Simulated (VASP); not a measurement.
Here is a VASP 6.6.1 calculation.

The input INCAR:

```
  PREC = Accurate
  ENCUT = 520
  EDIFF = 1E-6
  ISMEAR = 0
  SIGMA = 0.05
  LREAL = F
  LASPH = T
  NELM = 100
  ALGO = Normal
  ISIF = 2
  LWAVE = F
  LCHARG = F
  NBANDS = 24
```

Contents of KPOINTS:

```
regular mesh
0
Gamma
  6 6 4
```

POSCAR

```
KBr
1.0
    3.8300121826      0.0000000000      0.0000000000
    0.0000000000      3.8300121826      0.0000000000
    0.0000000000      0.0000000000      7.6600243652
K Br
2 2
Direct
    0.0000000000      0.0000000000      0.0000000000
    0.0000000000      0.0000000000      0.5000000000
    0.4418278613      0.5000000000      0.2500000000
    0.5581721387      0.5000000000      0.7500000000
```

Potentials or basis: VASP PAW LDA potentials, release 64 (K_sv, Br).

Command:

```sh
$ cat potpaw_LDA.64/K_sv/POTCAR potpaw_LDA.64/Br/POTCAR > POTCAR
$ mpirun -np 1 vasp_std > vasp.out
```

Question: Estimate the largest force.

Answer: 0.231 eV/Å.

Question: Predict the band gap on the k mesh.

Answer: 4.04 eV (least direct gap 4.32 eV).

Forces on the atoms (eV/Å):
```
K    0.000  0.000  0.000
K    0.000  0.000  0.000
Br   0.231  0.000  0.000
Br  -0.231  0.000  0.000
```

Caveat: the cell differs from its parent crystal (atoms displaced along a vibrational mode). A k mesh can miss the band edges.
